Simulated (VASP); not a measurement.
# CsAs3Pd4 (P4/mmm) in VASP: single point with RPBE

Aim: the single point of CsAs3Pd4 with RPBE.

All numbers are computed with VASP 6.6.1; they aren't measurements. Logs are shortened: lines on timing, memory, paths and dates and some standing lists are left out, and cuts for length are marked.

## (1) The cell of the first run

Symmetry: P4/mmm, No. 123, tetragonal system. Conventional cell: a = 4.138 Å, b = 4.138 Å, c = 9.922 Å, α = 90.00°, β = 90.00°, γ = 90.00°. Cs (site symmetry 4/mmm) has 8 As at 3.53 Å and 8 Pd at 3.93 Å and 4 Cs at 4.14 Å within 4.6 Å. Pd (site symmetry 2mm) has 4 As at 2.48 to 2.63 Å and 5 Pd at 2.93 to 3.24 Å within 3.3 Å. As (site symmetry 4mm) has 4 Pd at 2.48 Å within 3.3 Å. Within 3.5 Å of As (site symmetry 4/mmm) lie 8 Pd at 2.63 Å.

## (2) Single point, RPBE, non-collinear spin, zero start, spin-orbit coupling

INCAR reads:

```
SYSTEM = CsAs3Pd4
PREC = Accurate ; ENCUT = 520
EDIFF = 1E-6 ; ISMEAR = 1
SIGMA = 0.017 ; LREAL = .FALSE.
LASPH = .TRUE. ; NELM = 150
ALGO = Normal ; ISIF = 2
LWAVE = .FALSE. ; LCHARG = .FALSE.
LNONCOLLINEAR = .TRUE. ; MAGMOM = 0 0 0 0 0 0 0 0 0 0 0 0 0 0 0 0 0 0 0 0 0 0 0 0
LORBIT = 11 ; LSORBIT = .TRUE.
GGA_COMPAT = .FALSE. ; LORBMOM = .TRUE.
LMAXMIX = 4 ; GGA = RP
NBANDS = 82
```

KPOINTS reads:

```
regular mesh
0
G
  4 4 2
  0 0 0
```

POSCAR reads:

```
CsAs3Pd4
1.0
    4.1382470000      0.0000000000      0.0000000000
    0.0000000000      4.1382470000      0.0000000000
    0.0000000000      0.0000000000      9.9220440000
Cs Pd As
1 4 3
Direct
    0.0000000000      0.0000000000      0.5000000000
    0.0000000000      0.5000000000      0.1632300000
    0.5000000000      0.0000000000      0.1632300000
    0.0000000000      0.5000000000      0.8367700000
    0.5000000000      0.0000000000      0.8367700000
    0.5000000000      0.5000000000      0.3015000000
    0.5000000000      0.5000000000      0.6985000000
    0.0000000000      0.0000000000      0.0000000000
```

Potentials or basis: VASP PAW PBE potentials, release 64 (Cs_sv, Pd, As).

Run with:

```console
$ cat potpaw_PBE.64/Cs_sv/POTCAR potpaw_PBE.64/Pd/POTCAR potpaw_PBE.64/As/POTCAR > POTCAR
$ mpirun -np 1 vasp_ncl > vasp.out
```

OUTCAR:

```text
SYSTEM = CsAs3Pd4
   PREC = Accurate
   ENCUT = 520
   EDIFF = 1E-6
   ISMEAR = 1
   LREAL = .FALSE.
   LASPH = .TRUE.
   NELM = 150
   ISIF = 2
   LNONCOLLINEAR = .TRUE.
   LORBIT = 11
   LSORBIT = .TRUE.
   GGA = RP

 ion  position               nearest neighbor table
   1  0.000  0.000  0.500-
   2  0.000  0.500  0.163-   6 2.48   6 2.48   8 2.63   8 2.63   3 2.93   3 2.93   3 2.93   3 2.93
                             4 3.24
   3  0.500  0.000  0.163-   6 2.48   6 2.48   8 2.63   8 2.63   2 2.93   2 2.93   2 2.93   2 2.93
                             5 3.24
   4  0.000  0.500  0.837-   7 2.48   7 2.48   8 2.63   8 2.63   5 2.93   5 2.93   5 2.93   5 2.93
                             2 3.24
   5  0.500  0.000  0.837-   7 2.48   7 2.48   8 2.63   8 2.63   4 2.93   4 2.93   4 2.93   4 2.93
                             3 3.24
   6  0.500  0.500  0.301-   2 2.48   3 2.48   3 2.48   2 2.48
   7  0.500  0.500  0.699-   4 2.48   5 2.48   5 2.48   4 2.48
   8  0.000  0.000  0.000-   2 2.63   3 2.63   4 2.63   5 2.63   2 2.63   4 2.63   3 2.63   5 2.63

  LATTYP: Found a simple tetragonal cell.
 ALAT       =     4.1382470000
 C/A-ratio  =     2.3976442199

  Lattice vectors:

 A1 = (   4.1382470000,   0.0000000000,   0.0000000000)
 A2 = (   0.0000000000,   4.1382470000,   0.0000000000)
 A3 = (   0.0000000000,   0.0000000000,   9.9220440000)

Analysis of symmetry for initial positions (statically):
=====================================================================
 Subroutine PRICEL returns:
 Original cell was already a primitive cell.

 Routine SETGRP: Setting up the symmetry group for a
 simple tetragonal supercell.

 Subroutine GETGRP returns: Found 16 space group operations
 (whereof 16 operations were pure point group operations)
 out of a pool of 16 trial point group operations.

The static configuration has the point symmetry D_4h.

Analysis of symmetry for dynamics (positions and initial velocities):
=====================================================================
 Subroutine PRICEL returns:
 Original cell was already a primitive cell.

 Routine SETGRP: Setting up the symmetry group for a
 simple tetragonal supercell.

 Subroutine GETGRP returns: Found 16 space group operations
 (whereof 16 operations were pure point group operations)
 out of a pool of 16 trial point group operations.

The dynamic configuration has the point symmetry D_4h.

Analysis of structural, dynamic, and magnetic symmetry:
=====================================================================
 Subroutine PRICEL returns:
 Original cell was already a primitive cell.

 Routine SETGRP: Setting up the symmetry group for a
 simple tetragonal supercell.

 Subroutine GETGRP returns: Found 16 space group operations
 (whereof 16 operations were pure point group operations)
 out of a pool of 16 trial point group operations.

[... 1169 lines left out ...]
  6         0.000   0.000   0.000
  7         0.000  -0.000  -0.000
  8         0.000  -0.000   0.000
 ----------------------------------------
           -0.000   0.000   0.000

 orbital moment (z)

 # of ion     p       d       tot
 ----------------------------------------
  1         0.000   0.000   0.000
  2         0.000   0.000   0.000
  3         0.000   0.000   0.000
  4         0.000   0.000   0.000
  5         0.000   0.000   0.000
  6         0.000   0.000   0.000
  7         0.000   0.000   0.000
  8         0.000  -0.000  -0.000
 ----------------------------------------
            0.000  -0.000  -0.000

 Spin-Orbit-Coupling matrix elements

 Ion:    1  E_soc:     -0.3282920
 l=   1
     0.0000000    -0.0546231    -0.0547280
    -0.0546231     0.0000000    -0.0546231
    -0.0547280    -0.0546231     0.0000000
 l=   2
     0.0000000    -0.0000221     0.0000000    -0.0000221    -0.0000259
    -0.0000221     0.0000000    -0.0000418    -0.0000022    -0.0000080
     0.0000000    -0.0000418     0.0000000    -0.0000418     0.0000000
    -0.0000221    -0.0000022    -0.0000418     0.0000000    -0.0000080
    -0.0000259    -0.0000080     0.0000000    -0.0000080     0.0000000
 l=   3
     0.0000000     0.0000000     0.0000000     0.0000000     0.0000000     0.0000000     0.0000000
     0.0000000     0.0000000     0.0000000     0.0000000     0.0000000     0.0000000     0.0000000
     0.0000000     0.0000000     0.0000000     0.0000000     0.0000000     0.0000000     0.0000000
     0.0000000     0.0000000     0.0000000     0.0000000     0.0000000     0.0000000     0.0000000
[... 129 lines left out ...]
 l=   2
     0.0000000    -0.0000083     0.0000000    -0.0000083    -0.0000246
    -0.0000083     0.0000000    -0.0000247    -0.0000241    -0.0000149
     0.0000000    -0.0000247     0.0000000    -0.0000247     0.0000000
    -0.0000083    -0.0000241    -0.0000247     0.0000000    -0.0000149
    -0.0000246    -0.0000149     0.0000000    -0.0000149     0.0000000
 l=   3
     0.0000000     0.0000000     0.0000000     0.0000000     0.0000000     0.0000000     0.0000000
     0.0000000     0.0000000     0.0000000     0.0000000     0.0000000     0.0000000     0.0000000
     0.0000000     0.0000000     0.0000000     0.0000000     0.0000000     0.0000000     0.0000000
     0.0000000     0.0000000     0.0000000     0.0000000     0.0000000     0.0000000     0.0000000
     0.0000000     0.0000000     0.0000000     0.0000000     0.0000000     0.0000000     0.0000000
     0.0000000     0.0000000     0.0000000     0.0000000     0.0000000     0.0000000     0.0000000
     0.0000000     0.0000000     0.0000000     0.0000000     0.0000000     0.0000000     0.0000000

 total charge

# of ion       s       p       d       tot
------------------------------------------
    1        1.844   4.708   0.072   6.625
    2        0.484   0.457   8.542   9.483
    3        0.484   0.457   8.542   9.483
    4        0.484   0.457   8.542   9.483
    5        0.484   0.457   8.542   9.483
    6        1.244   1.445   0.062   2.751
    7        1.244   1.445   0.062   2.751
    8        1.249   1.338   0.086   2.672
--------------------------------------------------
tot          7.518  10.763  34.449  52.731

 magnetization (x)

# of ion       s       p       d       tot
------------------------------------------
    1       -0.000  -0.000   0.000  -0.000
    2        0.000   0.000   0.000   0.000
    3        0.000   0.000   0.000   0.000
    4        0.000   0.000   0.000   0.000
    5        0.000   0.000   0.000   0.000
    6        0.000   0.000   0.000   0.000
    7        0.000   0.000   0.000   0.000
    8        0.000   0.000   0.000   0.000
--------------------------------------------------
tot         -0.000   0.000   0.000   0.000

 magnetization (y)

# of ion       s       p       d       tot
------------------------------------------
    1        0.000   0.000   0.000   0.000
    2        0.000   0.000  -0.000  -0.000
    3        0.000   0.000  -0.000  -0.000
    4        0.000   0.000  -0.000  -0.000
    5        0.000   0.000  -0.000  -0.000
    6        0.000   0.000   0.000   0.000
    7        0.000   0.000   0.000   0.000
    8       -0.000  -0.000  -0.000  -0.000
--------------------------------------------------
tot          0.000   0.000  -0.000  -0.000

 magnetization (z)

# of ion       s       p       d       tot
------------------------------------------
    1        0.000   0.000   0.000   0.000
    2        0.000   0.000   0.000   0.000
    3        0.000   0.000   0.000   0.000
    4        0.000  -0.000   0.000   0.000
    5        0.000  -0.000   0.000  -0.000
    6        0.000   0.000  -0.000  -0.000
    7        0.000   0.000  -0.000  -0.000
    8        0.000   0.000   0.000   0.000
--------------------------------------------------
tot          0.000   0.000   0.000   0.000
```

OSZICAR:

```text
N       E                     dE             d eps       ncg     rms          rms(c)
DAV:   1     0.397454740534E+03    0.39745E+03   -0.29408E+04  1968   0.142E+03
DAV:   2    -0.906706542704E+01   -0.40652E+03   -0.38374E+03  2162   0.293E+02
DAV:   3    -0.360007739855E+02   -0.26934E+02   -0.26171E+02  2266   0.702E+01
DAV:   4    -0.365380580783E+02   -0.53728E+00   -0.53444E+00  2200   0.103E+01
DAV:   5    -0.365478391130E+02   -0.97810E-02   -0.97689E-02  2342   0.133E+00    0.144E+01
DAV:   6    -0.355516274658E+02    0.99621E+00   -0.75416E+00  2286   0.184E+01    0.893E+00
DAV:   7    -0.351944935119E+02    0.35713E+00   -0.14290E+00  2170   0.884E+00    0.495E+00
DAV:   8    -0.351660624577E+02    0.28431E-01   -0.18280E-01  2238   0.171E+00    0.113E+00
DAV:   9    -0.351541167089E+02    0.11946E-01   -0.31845E-02  2266   0.110E+00    0.364E-01
DAV:  10    -0.351537004430E+02    0.41627E-03   -0.80727E-03  2126   0.410E-01    0.214E-01
DAV:  11    -0.351542251897E+02   -0.52475E-03   -0.32682E-03  2276   0.243E-01    0.104E-01
DAV:  12    -0.351540480229E+02    0.17717E-03   -0.54891E-04  2228   0.101E-01    0.511E-02
DAV:  13    -0.351540596429E+02   -0.11620E-04   -0.12718E-04  2128   0.548E-02    0.167E-02
DAV:  14    -0.351540676839E+02   -0.80410E-05   -0.24569E-05  2110   0.252E-02    0.667E-03
DAV:  15    -0.351540702333E+02   -0.25494E-05   -0.51260E-06  2136   0.102E-02    0.302E-03
DAV:  16    -0.351540712652E+02   -0.10319E-05   -0.13061E-06  1606   0.530E-03    0.146E-03
DAV:  17    -0.351540716970E+02   -0.43179E-06   -0.37104E-07  1284   0.299E-03
   1 F= -.35154072E+02 E0= -.35153959E+02  d E =-.337059E-03  mag=     0.0000     0.0000     0.0000
```

It took 4.9 min on 1 thread of Intel Xeon Platinum 8488C (Sapphire Rapids), shared host; peak memory 0.74 GiB.

Results:

| Quantity | Value |
| --- | --- |
| Free energy | -35.1541 eV |
| Pressure | 4.6 GPa |
| Largest force | 0.498 eV/Å |
| Net moment | 0.00 μB per cell |
| Valence electrons inside the program's atomic spheres | Cs 6.62; Pd 9.48; As 2.75, 2.67 (each value once) |

Forces on the atoms (eV/Å):
```
Cs   0.000  0.000  0.000
Pd   0.000  0.000 -0.498
Pd   0.000  0.000 -0.498
Pd   0.000  0.000  0.498
Pd   0.000  0.000  0.498
As   0.000  0.000 -0.042
As   0.000  0.000  0.042
As   0.000  0.000  0.000
```

Moments on the atoms (μB; x, y, z):
```
Cs  0.00 0.00 0.00
Pd  0.00 0.00 0.00
Pd  0.00 0.00 0.00
Pd  0.00 0.00 0.00
Pd  0.00 0.00 0.00
As  0.00 0.00 0.00
As  0.00 0.00 0.00
As  0.00 0.00 0.00
```

Caveat: the k points lie up to 0.38 Å⁻¹ apart; the PAW data sets were made with another functional, which shifts forces and pressure a little.
